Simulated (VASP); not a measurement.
Runs of VASP 6.6.1 on TePt3W. The structure is that of space group Pm-3m (No. 221), or close to it. The cells are those of the table. 

| task | cell | k mesh | cutoff (eV) | gap on the mesh (eV) | pressure (GPa) | relaxed volume (Å³/atom) |
| --- | --- | --- | --- | --- | --- | --- |
| single point | a = 4.877 Å, 5 atoms | 8 × 8 × 8 | 520 | none | 0.3 | - |
| relaxation of cell and atoms | relaxed from a = 4.490 Å, 5 atoms | 4 × 4 × 4 | 600 | - | 0.1 | 23.17 |
| relaxation of cell and atoms | relaxed from a = 4.869 Å, 5 atoms | 8 × 8 × 8 | 600 | - | 0.0 | (a) |
| single point | a = 4.869 Å, 5 atoms | 4 × 4 × 4 | 520 | none | 0.5 | - |

Alike in all rows: level PBE; potentials or basis VASP PAW PBE potentials, release 64 (Te, Pt, W_sv); no spin polarisation; smearing gaussian 0.1 eV.

**Question.** Fill in the values left out.

**Answer.** (a) 23.26.

Caveats: spin-orbit coupling is left out, which moves the levels of the heavy elements; the bands computed are all filled at some k points, so no gap is given (some runs); the volume moved by over 15 % at a fixed basis, so the end points are rough (some runs).

A k mesh can miss the band edges, and the runs leave out spin-orbit coupling on Pt, Te, W.

A gap of «none» marks levels without a gap at the run's occupations.
